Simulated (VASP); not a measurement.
Runs of VASP 6.6.1 on Li3Dy. The structure is that of space group Pm-3m (No. 221), or close to it. The cells are those of the table. The cell was generated, and may not be a known phase.

```tsv
task	cell	k mesh	gap on the mesh (eV)	pressure (GPa)	relaxed volume (Å³/atom)
relaxation of cell and atoms	relaxed from a = 6.407 Å, 4 atoms	8 × 8 × 8	none	0.0	-
single point	a = 6.407 Å, 4 atoms	8 × 8 × 8	none	0.0	-
single point	a = 4.069 Å, 4 atoms	4 × 4 × 4	none	29.8	-
relaxation of cell and atoms	relaxed from a = 6.147 Å, 4 atoms	8 × 8 × 8	none	0.0	65.89
single point	a = 6.147 Å, 4 atoms	4 × 4 × 4	none	(a)	-
relaxation of cell and atoms	relaxed from a = 4.069 Å, 4 atoms	4 × 4 × 4	none	0.1	44.89
```

Alike in all rows: level PBE; potentials or basis VASP PAW PBE potentials, release 64 (Li_sv, Dy_3), 4f in core; no spin polarisation; cutoff (eV) 750; smearing gaussian 0.1 eV.

Q: Estimate the missing entries.

A: (a) 0.4.

Caveats: some runs use coarse meshes; spin-orbit coupling is left out, which moves the levels of the heavy elements; the 4f electrons are frozen in the core, so they carry no moment and show no levels; the relaxation stopped at its first step, so nothing moved (at least some runs); the volume moved by over 15 % at a fixed basis, so the end points are rough (at least some runs).

A k mesh can miss the band edges, and the runs leave out spin-orbit coupling on Dy.

A gap of «none» marks levels without a gap at the run's occupations.
